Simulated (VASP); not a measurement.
# BiTe (Immm) in VASP: further runs, part 2 of 2

VASP 6.6.1. The steps go on from the part before.

**3. Single point, PBEsol (strain +0.0150 x Voigt [0, 0, 0, 0, 0, 1])**

Contents of INCAR:

```
PREC = Accurate ; ENCUT = 520
EDIFF = 1E-6 ; ISMEAR = 0
SIGMA = 0.15 ; LREAL = False
LASPH = True ; NELM = 100
ALGO = Normal ; ISIF = 2
LWAVE = False ; LCHARG = False
GGA = PS ; NBANDS = 18
```

Contents of KPOINTS:

```
Automatic mesh
0
Gamma
  14 14 14
```

Contents of POSCAR:

```
BiTe
1.0
    0.0242625000      3.2350000000      3.2350000000
    3.2350000000      0.0242625000      3.2350000000
    3.2592625000      3.2592625000      0.0000000000
Bi Te
1 1
Direct
    0.0000000000      0.0000000000      0.0000000000
    0.5000000000      0.5000000000      0.5000000000
```

Potentials or basis: VASP PAW PBE potentials, release 64 (Bi_d, Te).

Command:

```sh
$ cat potpaw_PBE.64/Bi_d/POTCAR potpaw_PBE.64/Te/POTCAR > POTCAR
$ mpirun -np 1 vasp_std > vasp.out
```

OUTCAR:

```text
PREC = Accurate
   ENCUT = 520
   EDIFF = 1E-6
   ISMEAR = 0
   LREAL = False
   LASPH = True
   NELM = 100
   ISIF = 2
   GGA = PS

 ion  position               nearest neighbor table
   1  0.000  0.000  0.000-   2 3.23   2 3.23   2 3.24   2 3.24   2 3.24   2 3.24
   2  0.500  0.500  0.500-   1 3.23   1 3.23   1 3.24   1 3.24   1 3.24   1 3.24

  LATTYP: Found a body centered orthorhombic cell.
 ALAT       =     4.5406685177
 B/A-ratio  =     1.0151133501
 C/A-ratio  =     1.4249003147

  Lattice vectors:

 A1 = (   3.2350000000,   0.0242625000,  -3.2350000000)
 A2 = (  -3.2350000000,  -0.0242625000,  -3.2350000000)
 A3 = (   0.0242625000,   3.2350000000,   3.2350000000)

Analysis of symmetry for initial positions (statically):
=====================================================================
 Subroutine PRICEL returns:
 Original cell was already a primitive cell.

 Routine SETGRP: Setting up the symmetry group for a
 body centered orthorhombic supercell.

 Subroutine GETGRP returns: Found  8 space group operations
 (whereof  8 operations were pure point group operations)
[... 157 lines left out ...]
 Free energy of the ion-electron system (eV)
  ---------------------------------------------------
  ext. energy  EPLUGINS =         0.00000000
  ---------------------------------------------------
  free energy    TOTEN  =        -7.98226816 eV

  energy without entropy =       -7.96607951  energy(sigma->0) =       -7.97417383

 E-fermi :   6.4910     XC(G=0):  -9.5939

 val. band max:        6.4909756356   @ k =  -0.2857   0.1429   0.0714
 cond. band min:       6.4935615271   @ k =  -0.1429   0.0000   0.4286
 fundamental gap:      0.0025858915
 Fermi energy:         6.4910199528

 k-point     1 :       0.0000    0.0000    0.0000
  band No.  band energies     occupation
      1     -16.5710      2.00000
      2     -16.5710      2.00000
      3     -16.5673      2.00000
      4     -16.5664      2.00000
      5     -16.5656      2.00000
      6      -7.0443      2.00000
[... 481 lines left out ...]
      5     -16.5618      2.00000
      6      -6.3954      2.00000
[... 10 lines left out ...]
     17      14.2355      0.00000
     18      14.5782      0.00000

 [... further k-points ...]
[... 5 lines left out ...]
  --------------------------------------------------------------------------------------
  -------------------------------------------------------------------------------------
  Total       -0.7320389     -0.7320389     -0.7356211     -0.0036764      0.0000000      0.0000000
  in kB      -17.3227300    -17.3227300    -17.4074978     -0.0869975      0.0000000      0.0000000
  external PRESSURE =     -17.3509859 kB  Pullay stress =       0.0000000 kB

 VOLUME and BASIS-vectors are now :
 -----------------------------------------------------------------------------
  energy-cutoff  :      520.00
  volume of cell :       67.71
      direct lattice vectors                 reciprocal lattice vectors
     0.024262500  3.235000000  3.235000000    -0.155727461  0.155727461  0.154559505
     3.235000000  0.024262500  3.235000000     0.155727461 -0.155727461  0.154559505
     3.259262500  3.259262500  0.000000000     0.153408938  0.153408938 -0.154559505

 POSITION                                       TOTAL-FORCE (eV/Angst)
 -----------------------------------------------------------------------------------
      0.00000      0.00000      0.00000        -0.000000     -0.000000      0.000000
      3.25926      3.25926      3.23500         0.000000      0.000000      0.000000
 -----------------------------------------------------------------------------------
    total drift:                               -0.000000      0.000000      0.000000

  FREE ENERGIE OF THE ION-ELECTRON SYSTEM (eV)
  ---------------------------------------------------
  free  energy   TOTEN  =        -7.9822681573 eV

  energy  without entropy=       -7.9660795077  energy(sigma->0) =       -7.97417383
```

stdout:

```text
POSCAR found type information on POSCAR BiTe
 POSCAR found :  2 types and       2 ions
 scaLAPACK will be used
 -----------------------------------------------------------------------------
|                                                                             |
|                                                                             |
|     You enforced a specific xc type in the INCAR file but a different       |
|     I HOPE YOU KNOW WHAT YOU ARE DOING!                                     |
|                                                                             |
 -----------------------------------------------------------------------------

 LDA part: xc-table for (Slater+PW92), standard interpolation
 POSCAR, INCAR and KPOINTS ok, starting setup
 FFT: planning ... GRIDC
 FFT: planning ... GRID_SOFT
 FFT: planning ... GRID
 WAVECAR not read
 entering main loop
```

Run time: 11 min. Hardware: 1 thread of Intel Xeon 8259CL, shared host; peak memory 0.62 GiB.

Results:

```
Free energy            : -7.9823 eV
Pressure               : -1.7 GPa
Band gap on the k mesh : zero (an odd number of electrons rules out a gap without spin polarisation)
```

Levels at points of the mesh, in eV from the Fermi level:
```tsv
k point	band 6	band 7	band 8	band 9	band 10	band 11	band 12	band 13	band 14	band 15
(0.00, 0.00, 0.00)	-13.54	-8.14	-2.60	-2.53	-2.46	2.12	2.15	2.18	4.55	4.64
(0.50, 0.00, 0.00)	-11.57	-11.25	-1.94	-1.91	-1.64	-0.90	-0.68	-0.64	7.26	7.72
(0.50, 0.50, 0.00)	-11.77	-9.96	-5.68	-4.08	-3.94	2.17	3.56	3.62	4.95	8.70
(0.00, 0.00, 0.50)	-11.59	-11.28	-1.90	-1.86	-1.58	-0.83	-0.62	-0.58	7.21	7.66
(0.50, 0.00, 0.50)	-11.77	-9.96	-5.67	-4.01	-4.01	2.17	3.58	3.59	4.95	8.69
```

Caveat: the cell differs from its parent crystal (strain +0.0150 x Voigt [0, 0, 0, 0, 0, 1]); the PAW data sets were made with another functional, which shifts forces and pressure a little; spin-orbit coupling is left out, which moves the levels of the heavy elements.

**4. Single point, PBEsol (strain -0.0100 x Voigt [0, 0, 0, 0, 0, 1])**

Contents of INCAR:

```
SYSTEM = BiTe
PREC = Accurate
ENCUT = 520
EDIFF = 1E-6
ISMEAR = 0
SIGMA = 0.15
LREAL = .False.
LASPH = .True.
NELM = 60
ALGO = Normal
ISIF = 2
LWAVE = .False.
LCHARG = .True.
GGA = PS
LELF = .True.
LVHAR = .True.
NBANDS = 18
```

Contents of KPOINTS:

```
Automatic mesh
0
Gamma
  14 14 14
  0 0 0
```

Contents of POSCAR:

```
BiTe
1.0
   -0.0161750000      3.2350000000      3.2350000000
    3.2350000000     -0.0161750000      3.2350000000
    3.2188250000      3.2188250000      0.0000000000
Bi Te
1 1
Direct
    0.0000000000      0.0000000000      0.0000000000
    0.5000000000      0.5000000000      0.5000000000
```

Command:

```sh
$ cat potpaw_PBE.64/Bi_d/POTCAR potpaw_PBE.64/Te/POTCAR > POTCAR
$ mpirun -np 1 vasp_std > vasp.out
```

Wall time 12 min (1 thread of Intel Xeon 8259CL, shared host); peak memory 0.62 GiB.

Results (log left out):

```
Free energy            : -7.9823 eV
Pressure               : -1.7 GPa
Band gap on the k mesh : zero (an odd number of electrons rules out a gap without spin polarisation)
```

Levels at points of the mesh, in eV from the Fermi level:
```tsv
k point	band 6	band 7	band 8	band 9	band 10	band 11	band 12	band 13	band 14	band 15
(0.00, 0.00, 0.00)	-13.54	-8.14	-2.58	-2.53	-2.49	2.13	2.15	2.17	4.58	4.64
(0.50, 0.00, 0.00)	-11.58	-11.27	-1.90	-1.88	-1.59	-0.84	-0.63	-0.60	7.22	7.68
(0.50, 0.50, 0.00)	-11.77	-9.96	-5.68	-4.06	-3.96	2.17	3.57	3.61	4.95	8.70
(0.00, 0.00, 0.50)	-11.57	-11.25	-1.93	-1.91	-1.63	-0.89	-0.67	-0.64	7.25	7.73
(0.50, 0.00, 0.50)	-11.77	-9.96	-5.68	-4.01	-4.01	2.17	3.59	3.59	4.95	8.70
```

Caveat: the cell differs from its parent crystal (strain -0.0100 x Voigt [0, 0, 0, 0, 0, 1]); the PAW data sets were made with another functional, which shifts forces and pressure a little; spin-orbit coupling is left out, which moves the levels of the heavy elements.

**5. Summary**

```csv
cell,gap on the mesh (eV),pressure (GPa)
"a = 4.575, b = 4.575, c = 4.529 Å, angles 60.3, 60.3, 60.7°, 2 atoms",none,-1.7
"a = 4.575, b = 4.575, c = 4.609 Å, angles 59.8, 59.8, 59.5°, 2 atoms",none,-1.7
"a = 4.575, b = 4.575, c = 4.552 Å, angles 60.2, 60.2, 60.3°, 2 atoms",none,-1.7
```

Alike in all rows: task single point; level PBEsol; potentials or basis VASP PAW PBE potentials, release 64 (Bi_d, Te); no spin polarisation; k mesh 14 × 14 × 14; cutoff (eV) 520; smearing gaussian 0.15 eV.

Caveats: the PAW data sets were made with another functional, which shifts forces and pressure a little; spin-orbit coupling is left out, which moves the levels of the heavy elements.

Total energies depend on the potentials used, so only differences within one code and one set of settings carry meaning.
